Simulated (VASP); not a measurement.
# GaP (F-43m) in VASP: further runs

The runs below take GaP through single point, with PBE, HF.

All numbers are computed with VASP 6.6.1; they aren't measurements. Logs are shortened: lines on timing, memory, paths and dates and some standing lists are left out, and cuts for length are marked.

### 1 The cell of the first run

The structure is cubic, space group F-43m (No. 216). The conventional cell has a = 5.451 Å, b = 5.451 Å, c = 5.451 Å, α = 90.00°, β = 90.00°, γ = 90.00°. Within 3.1 Å of Ga (site symmetry -43m) lie 4 P at 2.36 Å. P (site symmetry -43m) has 4 Ga at 2.36 Å within 3.1 Å.

### 2 Single point, PBE

Contents of INCAR:

```
PREC = Accurate
ENCUT = 520
EDIFF = 1E-6
ISMEAR = -1
SIGMA = 0.04
LREAL = F
LASPH = T
NELM = 60
ALGO = Normal
ISIF = 2
LWAVE = F
LCHARG = F
GGA = PE
NBANDS = 16
```

Contents of KPOINTS:

```
regular mesh
0
Gamma
  4 4 4
```

Contents of POSCAR:

```
GaP
1.0
    0.0000000000      2.7252500000      2.7252500000
    2.7252500000      0.0000000000      2.7252500000
    2.7252500000      2.7252500000      0.0000000000
Ga P
1 1
Direct
    0.0000000000      0.0000000000      0.0000000000
    0.7500000000      0.7500000000      0.7500000000
```

Potentials or basis: VASP PAW PBE potentials, release 64 (Ga_d, P).

Launch:

```bash
$ cat potpaw_PBE.64/Ga_d/POTCAR potpaw_PBE.64/P/POTCAR > POTCAR
$ mpirun -np 1 vasp_std > vasp.out
```

OUTCAR:

```text
PREC = Accurate
   ENCUT = 520
   EDIFF = 1E-6
   ISMEAR = -1
   LREAL = F
   LASPH = T
   NELM = 60
   ISIF = 2
   GGA = PE

 ion  position               nearest neighbor table
   1  0.000  0.000  0.000-   2 2.36   2 2.36   2 2.36   2 2.36
   2  0.750  0.750  0.750-   1 2.36   1 2.36   1 2.36   1 2.36

  LATTYP: Found a face centered cubic cell.
 ALAT       =     5.4505000000

  Lattice vectors:

 A1 = (   0.0000000000,   2.7252500000,   2.7252500000)
 A2 = (   2.7252500000,   0.0000000000,   2.7252500000)
 A3 = (   2.7252500000,   2.7252500000,   0.0000000000)

Analysis of symmetry for initial positions (statically):
=====================================================================
 Subroutine PRICEL returns:
 Original cell was already a primitive cell.

 Routine SETGRP: Setting up the symmetry group for a
 face centered cubic supercell.

 Subroutine GETGRP returns: Found 24 space group operations
 (whereof 24 operations were pure point group operations)
 out of a pool of 48 trial point group operations.

The static configuration has the point symmetry T_d .

Analysis of symmetry for dynamics (positions and initial velocities):
=====================================================================
 Subroutine PRICEL returns:
 Original cell was already a primitive cell.

 Routine SETGRP: Setting up the symmetry group for a
 face centered cubic supercell.

 Subroutine GETGRP returns: Found 24 space group operations
 (whereof 24 operations were pure point group operations)
 out of a pool of 48 trial point group operations.

The dynamic configuration has the point symmetry T_d .

 Subroutine INISYM returns: Found 24 space group operations
 (whereof 24 operations are pure point group operations),
 and found     1 'primitive' translations

----------------------------------------------------------------------------------------

                                     Primitive cell

  volume of cell :      40.4808

  direct lattice vectors                    reciprocal lattice vectors
     0.000000000  2.725250000  2.725250000    -0.183469406  0.183469406  0.183469406
     2.725250000  0.000000000  2.725250000     0.183469406 -0.183469406  0.183469406
     2.725250000  2.725250000  0.000000000     0.183469406  0.183469406 -0.183469406

  length of vectors
     3.854085511  3.854085511  3.854085511     0.317778334  0.317778334  0.317778334

  position of ions in fractional coordinates (direct lattice)
     0.000000000  0.000000000  0.000000000
     0.750000000  0.750000000  0.750000000

  ion indices of the primitive-cell ions
   primitive index   ion index
                 1           1
                 2           2

----------------------------------------------------------------------------------------

 KPOINTS: regular mesh

Automatic generation of k-mesh.
 Grid dimensions read from file:
 generate k-points for:    4    4    4

 Generating k-lattice:

  Cartesian coordinates                     Fractional coordinates (reciprocal lattice)
    -0.045867352  0.045867352  0.045867352     0.250000000  0.000000000  0.000000000
     0.045867352 -0.045867352  0.045867352     0.000000000  0.250000000  0.000000000
     0.045867352  0.045867352 -0.045867352     0.000000000  0.000000000  0.250000000

  Length of vectors
     0.079444583  0.079444583  0.079444583

  Shift w.r.t. Gamma in fractional coordinates (k-lattice)
     0.000000000  0.000000000  0.000000000

 Subroutine IBZKPT returns following result:
 ===========================================

 Found      8 irreducible k-points:

 Following reciprocal coordinates:
            Coordinates               Weight
  0.000000  0.000000  0.000000      1.000000
  0.250000  0.000000  0.000000      8.000000
  0.500000  0.000000  0.000000      4.000000
  0.250000  0.250000  0.000000      6.000000
  0.500000  0.250000  0.000000     24.000000
 -0.250000  0.250000  0.000000     12.000000
  0.500000  0.500000  0.000000      3.000000
 -0.250000  0.500000  0.250000      6.000000
   k-points           NKPTS =      8   k-points in BZ     NKDIM =      8   number of bands    NBANDS=     16
   number of dos      NEDOS =    301   number of ions     NIONS =      2
   total plane-waves  NPLWV =  27000
   dimension x,y,z NGX =    30 NGY =   30 NGZ =   30
   dimension x,y,z NGXF=    60 NGYF=   60 NGZF=   60
   ions per type =               1   1
   NGX,Y,Z   is equivalent  to a cutoff of  12.94, 12.94, 12.94 a.u.
   NGXF,Y,Z  is equivalent  to a cutoff of  25.88, 25.88, 25.88 a.u.
 SYSTEM =  unknown system
   PREC   = accura    normal or accurate (medium, high low for compatibility)
   ISTART =      0    job   : 0-new  1-cont  2-samecut
   ICHARG =      2    charge: 1-file 2-atom 10-const
   ISPIN  =      1    spin polarized calculation?
   LNONCOLLINEAR =      F non collinear calculations
   LSORBIT =      F    spin-orbit coupling
   LASPH  =      T    aspherical Exc in radial PAW
   ENCUT  =  520.0 eV  38.22 Ry    6.18 a.u.   7.17  7.17  7.17*2*pi/ulx,y,z
   NELM   =     60;   NELMIN=  2; NELMDL= -5     # of ELM steps
   EDIFF  = 0.1E-05   stopping-criterion for ELM
   LREAL  =      F    real-space projection
   EDIFFG = 0.1E-04   stopping-criterion for IOM
   NSW    =      0    number of steps for IOM
   IBRION =     -1    ionic relax: 0-MD 1-quasi-New 2-CG
   NFREE  =      0    steps in history (QN), initial steepest desc. (CG)
   ISIF   =      2    stress and relaxation
   ISYM   =      2    0-nonsym 1-usesym 2-fastsym
   POTIM  = 0.5000    time-step for ionic-motion
   TEBEG  =    0.0;   TEEND  =   0.0 temperature during run
   PSTRESS=    0.0 pullay stress
   NELECT =      18.0000    total number of electrons
   NUPDOWN=      -1.0000    fix difference up-down
   EMIN   =  10.00;   EMAX   =-10.00  energy-range for DOS
   EFERMI =   0.00;   METHOD = LEGACY
   ISMEAR =    -1;   SIGMA  =   0.04  broadening in eV -4-tet -1-fermi 0-gaus
   EFERMI_NEDOS =   21; number of points for ismear=-14 and -15
   IALGO  =     38    algorithm
   IMIX   =      4    mixing-type and parameters
     AMIX     =   0.40;   BMIX     =  1.00
     AMIX_MAG =   1.60;   BMIX_MAG =  1.00
  volume/ion in A,a.u.               =      20.24       136.59
  Fermi-wavevector in a.u.,A,eV,Ry     =   1.249538  2.361284 21.243377  1.561344
  Thomas-Fermi vector in A             =   2.383574
   LORBIT       =      0    0 simple, 1 ext, 2 COOP (PROOUT), +10 PAW based schemes
   GGA     = PE    functional components
   LHFCALC =     F    Hartree Fock is set to
   AEXX    =    0.0000 exact exchange contribution
   IVDW    =     0    specifies the selected vdW correction
   LEPSILON=     F    determine dielectric tensor
   LRPA    =     F    only Hartree local field effects (RPA)
 non-spin polarized calculation
  energy-cutoff  :      520.00
  volume of cell :       40.48
 maximum number of plane-waves:      1106
 NGX is ok and might be reduce to    30
   NGX = 15   NGY = 15   NGZ = 15

 number of electron      17.9999989 magnetization

 Free energy of the ion-electron system (eV)
  ---------------------------------------------------
  ext. energy  EPLUGINS =         0.00000000
  ---------------------------------------------------
  free energy    TOTEN  =        -8.97607851 eV

  energy without entropy =       -8.97607851  energy(sigma->0) =       -8.97607851

 E-fermi :   5.5082     XC(G=0):  -9.8108

 val. band max:        4.6987720928   @ k =   0.0000   0.0000   0.0000
 cond. band min:       6.3273911581   @ k =   0.5000   0.5000   0.0000
 fundamental gap:      1.6286190653
 Fermi energy:         5.5081513121

 k-point     1 :       0.0000    0.0000    0.0000
  band No.  band energies     occupation
      1      -9.8992      2.00000
      2      -9.8992      2.00000
      3      -9.8992      2.00000
      4      -9.8009      2.00000
      5      -9.8009      2.00000
      6      -7.8014      2.00000
[... 8 lines left out ...]
     15      14.4619      0.00000
     16      14.4619      0.00000

 k-point     2 :       0.2500    0.0000    0.0000
  band No.  band energies     occupation
      1      -9.9419      2.00000
      2      -9.8846      2.00000
      3      -9.8846      2.00000
      4      -9.7996      2.00000
      5      -9.7996      2.00000
      6      -7.0249      2.00000
[... 8 lines left out ...]
     15      13.6561      0.00000
     16      14.6076      0.00000

 k-point     3 :       0.5000    0.0000    0.0000
  band No.  band energies     occupation
      1      -9.9788      2.00000
      2      -9.8746      2.00000
      3      -9.8746      2.00000
      4      -9.7934      2.00000
      5      -9.7934      2.00000
      6      -5.7301      2.00000
[... 8 lines left out ...]
     15      16.3686      0.00000
     16      16.3686      0.00000

 k-point     4 :       0.2500    0.2500    0.0000
  band No.  band energies     occupation
      1      -9.9650      2.00000
      2      -9.8675      2.00000
      3      -9.8675      2.00000
      4      -9.8169      2.00000
      5      -9.7900      2.00000
      6      -6.7630      2.00000
[... 8 lines left out ...]
     15      15.4141      0.00000
     16      17.3846      0.00000

 k-point     5 :       0.5000    0.2500    0.0000
  band No.  band energies     occupation
      1      -9.9902      2.00000
      2      -9.8606      2.00000
      3      -9.8528      2.00000
      4      -9.8154      2.00000
      5      -9.7882      2.00000
      6      -5.4069      2.00000
[... 8 lines left out ...]
     15      16.4635      0.00000
     16      17.8981      0.00000

 k-point     6 :      -0.2500    0.2500    0.0000
  band No.  band energies     occupation
      1      -9.9735      2.00000
      2      -9.8704      2.00000
      3      -9.8657      2.00000
      4      -9.8022      2.00000
      5      -9.7990      2.00000
      6      -5.9185      2.00000
[... 8 lines left out ...]
     15      15.7641      0.00000
     16      18.0170      0.00000

 k-point     7 :       0.5000    0.5000    0.0000
  band No.  band energies     occupation
      1     -10.0147      2.00000
      2      -9.8364      2.00000
      3      -9.8342      2.00000
      4      -9.8342      2.00000
      5      -9.7792      2.00000
      6      -4.8240      2.00000
[... 8 lines left out ...]
     15      17.0806      0.00000
     16      17.6872      0.00000

 k-point     8 :      -0.2500    0.5000    0.2500
  band No.  band energies     occupation
      1      -9.9953      2.00000
      2      -9.8611      2.00000
      3      -9.8398      2.00000
      4      -9.8159      2.00000
      5      -9.7921      2.00000
      6      -4.7312      2.00000
[... 8 lines left out ...]
     15      16.5831      0.00000
     16      18.4236      0.00000

------------------------ aborting loop because EDIFF is reached ----------------------------------------

  FORCE on cell =-STRESS in cart. coord.  units (eV):
  Direction    XX          YY          ZZ          XY          YZ          ZX
  --------------------------------------------------------------------------------------
  -------------------------------------------------------------------------------------
  Total        0.7198699      0.7198699      0.7198699      0.0000000      0.0000000     -0.0000000
  in kB       28.4915161     28.4915161     28.4915161      0.0000000      0.0000000     -0.0000000
  external PRESSURE =      28.4915161 kB  Pullay stress =       0.0000000 kB

 VOLUME and BASIS-vectors are now :
 -----------------------------------------------------------------------------
  energy-cutoff  :      520.00
  volume of cell :       40.48
      direct lattice vectors                 reciprocal lattice vectors
     0.000000000  2.725250000  2.725250000    -0.183469406  0.183469406  0.183469406
     2.725250000  0.000000000  2.725250000     0.183469406 -0.183469406  0.183469406
     2.725250000  2.725250000  0.000000000     0.183469406  0.183469406 -0.183469406

 POSITION                                       TOTAL-FORCE (eV/Angst)
 -----------------------------------------------------------------------------------
      0.00000      0.00000      0.00000        -0.000000      0.000000      0.000000
      4.08788      4.08788      4.08788         0.000000     -0.000000     -0.000000
 -----------------------------------------------------------------------------------
    total drift:                               -0.000002     -0.000002     -0.000002

  FREE ENERGIE OF THE ION-ELECTRON SYSTEM (eV)
  ---------------------------------------------------
  free  energy   TOTEN  =        -8.9760785100 eV

  energy  without entropy=       -8.9760785097  energy(sigma->0) =       -8.97607851
```

Wall time 11 s (1 thread of AMD EPYC 7R43 (Zen 3), shared host); peak memory 0.12 GiB.

What came out:

* Free energy: -8.9761 eV
* Pressure: 2.8 GPa
* Band gap on the k mesh: 1.63 eV (least direct gap 1.82 eV)

Caveat: the k points lie up to 0.50 Å⁻¹ apart. A k mesh can miss the band edges.

### 3 Single point, PBE

Contents of INCAR:

```
ALGO = Normal
EDIFF = 1E-6
ENCUT = 520
GGA = PE
ISIF = 2
ISMEAR = 0
LASPH = True
LCHARG = True
LELF = True
LREAL = False
LVHAR = True
LWAVE = False
NBANDS = 16
NELM = 60
PREC = Accurate
SIGMA = 0.019000000000000003
```

Contents of KPOINTS:

```
k-points
0
Gamma
  8 8 8
```

POSCAR is that of step 2.

Potentials or basis: VASP PAW PBE potentials, release 64 (Ga_d, P).

Launch:

```bash
$ cat potpaw_PBE.64/Ga_d/POTCAR potpaw_PBE.64/P/POTCAR > POTCAR
$ mpirun -np 1 vasp_std > vasp.out
```

It took 27 s on 1 thread of AMD EPYC 7R43 (Zen 3), shared host; peak memory 0.13 GiB.

It converged, with:

- Free energy: -9.1161 eV
- Pressure: 2.4 GPa
- Band gap on the k mesh: 1.64 eV (least direct gap 1.83 eV)

Levels at points of the mesh, in eV from the valence-band top:
```tsv
k point	band 5	band 6	band 7	band 8	band 9	band 10	band 11	band 12	band 13	band 14
(0.00, 0.00, 0.00)	-14.45	-12.49	0.00	0.00	0.00	1.83	3.89	3.89	3.89	8.81
(0.50, 0.00, 0.00)	-14.44	-10.43	-6.63	-1.12	-1.12	1.67	4.72	4.72	8.29	10.89
(0.50, 0.50, 0.00)	-14.43	-9.53	-6.75	-2.68	-2.68	1.65	1.82	10.60	10.60	11.20
```

A k mesh can miss the band edges.

### 4 Single point, PBE

Contents of INCAR:

```
SYSTEM = GaP
ALGO = Normal
EDIFF = 1E-7
ENCUT = 520
GGA = PE
ISIF = 2
ISMEAR = 0
LASPH = .True.
LCHARG = .False.
LREAL = .False.
LWAVE = .False.
NBANDS = 16
NELM = 80
PREC = Accurate
SIGMA = 0.025
```

Contents of KPOINTS:

```
k-points
0
Gamma
  8 8 8
  0 0 0
```

POSCAR is that of step 3.

Launch:

```bash
$ cat potpaw_PBE.64/Ga_d/POTCAR potpaw_PBE.64/P/POTCAR > POTCAR
$ mpirun -np 1 vasp_std > vasp.out
```

Run time: 30 s. Hardware: 1 thread of AMD EPYC 7R43 (Zen 3), shared host; peak memory 0.13 GiB.

It converged, with:

- Free energy: -9.1161 eV
- Pressure: 2.5 GPa
- Band gap on the k mesh: 1.64 eV (least direct gap 1.83 eV)

Levels at points of the mesh, in eV from the valence-band top:
```
           k point  band 6  band 7  band 8  band 9  band 10  band 11  band 12  band 13
(0.00, 0.00, 0.00)  -12.49    0.00    0.00    0.00     1.83     3.89     3.89     3.89
(0.50, 0.00, 0.00)  -10.43   -6.63   -1.12   -1.12     1.67     4.72     4.72     8.29
(0.50, 0.50, 0.00)   -9.53   -6.75   -2.68   -2.68     1.65     1.82    10.60    10.60
```

A k mesh can miss the band edges. PBE gaps usually lie below the measured ones, often by a third to a half.

(Continued in part 2 of 2.)
